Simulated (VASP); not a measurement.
Here is a VASP 6.6.1 calculation.

The input INCAR:

```
PREC = Accurate
ENCUT = 520
EDIFF = 1E-6
ISMEAR = 0
SIGMA = 0.05
LREAL = False
LASPH = True
NELM = 100
ALGO = Normal
ISIF = 2
LWAVE = False
LCHARG = False
GGA = PE
NBANDS = 10
```

KPOINTS

```
regular mesh
0
Gamma
  22 22 22
```

File POSCAR:

```
Fe
1.0
   -1.3932011820      1.3932011820      1.3932011820
    1.3932011820     -1.3932011820      1.3932011820
    1.3932011820      1.3932011820     -1.3932011820
Fe
1
Direct
    0.0000000000      0.0000000000      0.0000000000
```

Potentials or basis: VASP PAW PBE potentials, release 64 (Fe).

The run is started by

```bash
$ cat potpaw_PBE.64/Fe/POTCAR > POTCAR
$ mpirun -np 1 vasp_std > vasp.out
```

Task: Predict the pressure.

Result: -8.2 GPa.

Task: Predict the band gap on the k mesh.

Result: Zero (band 4 reaches 7.38 eV, above the bottom of band 5 at 5.36 eV).

Caveat: the run has no spin polarisation, though such a crystal can be magnetic. Spin polarisation is off, so any magnetic state and its effect on volume and gap are missing.
